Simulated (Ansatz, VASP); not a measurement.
## Two plane-wave programs on InP

The input INCAR:

```
SYSTEM = InP
ALGO = Normal
EDIFF = 1E-7
EDIFFG = -0.002
ENCUT = 450
GGA = PS
GGA_COMPAT = .FALSE.
IBRION = 2
ISIF = 2
ISMEAR = 0
LASPH = .TRUE.
LCHARG = .FALSE.
LREAL = .FALSE.
LWAVE = .FALSE.
NELM = 120
NELMIN = 4
NSW = 60
PREC = Accurate
SIGMA = 0.02
```

File KPOINTS:

```
k-points
0
G
  10 10 10
  0 0 0
```

The input POSCAR:

```
InP
1.0
    0.0000000000      2.9498255773      2.9097962380
    2.9498255773      0.0000000000      2.9097962380
    2.9498255773      2.9498255773      0.0000000000
In P
1 1
Direct
    0.0000000000      0.0000000000      0.0000000000
    0.2500000000      0.2500000000      0.2500000000
```

Input for Ansatz:

```yaml
crystal:
  lattice:
    - [0.0, 2.9498255773, 2.909796238]
    - [2.9498255773, 0.0, 2.909796238]
    - [2.9498255773, 2.9498255773, 0.0]
  atoms:
    - { symbol: In, position: [0.0, 0.0, 0.0] }
    - { symbol: P, position: [0.25, 0.25, 0.25] }
basis:
  ecutwfc: 420
kpoints:
  mp_grid: { grid: [10, 10, 10] }
hamiltonian:
  xc: pbesol
  pseudopotentials: { kind: paw }
scf:
  occupations: { method: gaussian, width: 0.02 }
output:
  forces: true
  stress: true
  eigenvalues: true
relax:
  adjacent_minimum: "off"
  f_tol: 0.002
  max_steps: 40
```

Change from the starting cell: strained cell.

Alike in both runs: task relaxation of the atoms; functional PBEsol; k mesh 10 × 10 × 10; occupations gaussian, width 0.02 eV; no spin polarisation.

|  | VASP | Ansatz |
| --- | --- | --- |
| version | VASP 6.6.1 | Ansatz 0.2.0 |
| potentials or method | VASP PAW PBE potentials, release 64 (In_d, P), cutoff 450 eV | scalar-relativistic, plane waves, PAW |
| valence electrons in the cell | 18 | 18 |

|  | VASP | Ansatz | Ansatz less VASP |
| --- | --- | --- | --- |
| gap on the k mesh at the Fermi level, each at its own relaxed structure (eV) | 0.54 | 0.54 | +0.001 |

VASP's potentials were made for PBE, not for PBEsol. Ansatz's warnings: stress scf threshold loose.

Noted on VASP's run: the relaxation stopped at its first step, so nothing moved.
